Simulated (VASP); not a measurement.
Write the native input for VASP 6.6.1 that does the following.

```yaml
Task: single point
Functional: r2SCAN
Dispersion: rVV10
Potentials_or_basis: VASP PAW PBE potentials, release 64 (Mn_pv, S)
Cutoff: 520 eV
k_mesh: 9 × 9 × 9
Occupations: fermi-dirac, width 0.05 eV
Spin: collinear spin
Starting_moments: "[0.1, 0.0] μB"
Hubbard_terms: Mn d U = 3.0 eV
Dipole_correction: no
Further_INCAR_settings: ALGO = Normal; EDIFF = 1e-06; NBANDS = 20
```

Crystal: MnS.

```
Mn S
1.0
     0.00000    2.60450    2.60450
     2.60450    0.00000    2.60450
     2.60450    2.60450    0.00000
Mn S
1 1
Cartesian
  0.0000 0.0000 0.0000
  2.6045 2.6045 2.6045
```

The input as run:

POSCAR

```
MnS
1.0
    0.0000000000      2.6045000000      2.6045000000
    2.6045000000      0.0000000000      2.6045000000
    2.6045000000      2.6045000000      0.0000000000
Mn S
1 1
Direct
    0.0000000000      0.0000000000      0.0000000000
    0.5000000000      0.5000000000      0.5000000000
```

INCAR.step1

```
ALGO = Normal
EDIFF = 1E-4
ENCUT = 520
GGA = PE
ISMEAR = -1
ISPIN = 2
LASPH = True
LCHARG = False
LDAU = True
LDAUJ = 0 0
LDAUL = 2 -1
LDAUTYPE = 2
LDAUU = 3 0
LMAXMIX = 4
LREAL = False
LWAVE = True
MAGMOM = 0.1 0
NBANDS = 20
NELM = 150
PREC = Accurate
SIGMA = 0.05
```

INCAR.step2

```
ALGO = Normal
BPARAM = 11.95
CPARAM = 0.0093
EDIFF = 1E-6
ENCUT = 520
ISIF = 2
ISMEAR = -1
ISPIN = 2
ISTART = 1
IVDW_NL = 2
LASPH = True
LCHARG = False
LDAU = True
LDAUJ = 0 0
LDAUL = 2 -1
LDAUPRINT = 1
LDAUTYPE = 2
LDAUU = 3 0
LMAXMIX = 4
LMIXTAU = True
LORBIT = 11
LREAL = False
LUSE_VDW = True
LWAVE = False
MAGMOM = 0.1 0
METAGGA = R2SCAN
NBANDS = 20
NELM = 150
PREC = Accurate
SIGMA = 0.05
```

KPOINTS

```
k-points
0
Gamma
  9 9 9
```

Potentials or basis: VASP PAW PBE potentials, release 64 (Mn_pv, S).

The run is started by

```console
$ cat potpaw_PBE.64/Mn_pv/POTCAR potpaw_PBE.64/S/POTCAR > POTCAR
$ cp INCAR.step1 INCAR
$ mpirun -np 1 vasp_std > vasp.out
$ cp INCAR.step2 INCAR
$ mpirun -np 1 vasp_std > vasp.out
```

It gave:

- Pressure: -0.7 GPa
- Band gap on the k mesh: zero (filled and empty bands overlap)
- Net moment: 1.00 μB per cell
- Site moments: Mn +1.03; S -0.08 μB
- Valence electrons inside the program's atomic spheres: Mn 11.30; S 3.78

Caveat: the PAW data sets were made with another functional, which shifts forces and pressure a little; a cell with one magnetic atom can't hold antiferromagnetic order, which such compounds often take.

Wall time 5.3 min on 1 thread of Intel(R) Xeon(R) Platinum 8259CL CPU @ 2.50GHz (Skylake/Cascade Lake) (shared host), peak memory 0.3 GiB.
